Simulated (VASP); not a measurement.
A run of VASP 6.6.1 is set up as follows.

The input INCAR:

```
PREC = Accurate ; ENCUT = 520
EDIFF = 1E-6 ; ISMEAR = -1
SIGMA = 0.05 ; LREAL = False
LASPH = True ; NELM = 80
ALGO = Normal ; ISIF = 2
LWAVE = False ; LCHARG = False
GGA = PE ; IVDW = 12
NBANDS = 84
```

The input KPOINTS:

```
regular mesh
0
Gamma
  2 2 2
```

Contents of POSCAR:

```
Ti12H
1.0
    5.9000000000      0.0000000000      0.0000000000
   -4.4250000000      7.6643250000      0.0000000000
    0.0000000000      0.0000000000      4.6846000000
Ti H
12 1
Direct
    0.0174964199      0.0088200853     -0.0099261410
    0.1641188990      0.2213110744      0.4835631644
   -0.0002509875      0.3359591353     -0.0057208726
    0.1660615763      0.5456188249      0.4998078811
   -0.0085439915      0.6655119662      0.0004055843
    0.1508304995      0.8857401011      0.5152414294
    0.5158832014      0.0068499183      0.0096059429
    0.6574314229      0.2194452871      0.4889851855
    0.5145181988      0.3405779374     -0.0066174273
    0.6693052279      0.5606103603      0.5126584981
    0.4973609998      0.6622892427      0.0145369936
    0.6667111025      0.8843831649      0.4925927507
    0.3338962290      0.7680650286      0.7745591940
```

Potentials or basis: VASP PAW PBE potentials, release 64 (Ti_sv, H).

Run with:

```console
$ cat potpaw_PBE.64/Ti_sv/POTCAR potpaw_PBE.64/H/POTCAR > POTCAR
$ mpirun -np 1 vasp_std > vasp.out
```

Q: What does it give for the band gap on the k mesh?

A: Zero (an odd number of electrons rules out a gap without spin polarisation).

Q: Estimate the pressure.

A: -6.5 GPa.

Q: Estimate the dispersion energy per atom.

A: -0.560 eV.

Forces on the atoms (eV/Å):
```
Ti  -0.215 -0.243  0.273
Ti  -0.114 -0.073  0.066
Ti   0.170 -0.200 -0.001
Ti  -0.472  0.209  0.099
Ti   0.179  0.083  0.324
Ti   0.384  0.257 -0.393
Ti  -0.192 -0.133 -0.306
Ti   0.275  0.111  0.297
Ti  -0.243 -0.168  0.127
Ti   0.099 -0.506 -0.317
Ti   0.267  0.102 -0.174
Ti  -0.075  0.352  0.279
H   -0.064  0.210 -0.275
```

Caveat: the k points lie up to 0.67 Å⁻¹ apart, too coarse for converged energies and pressures of a metal.
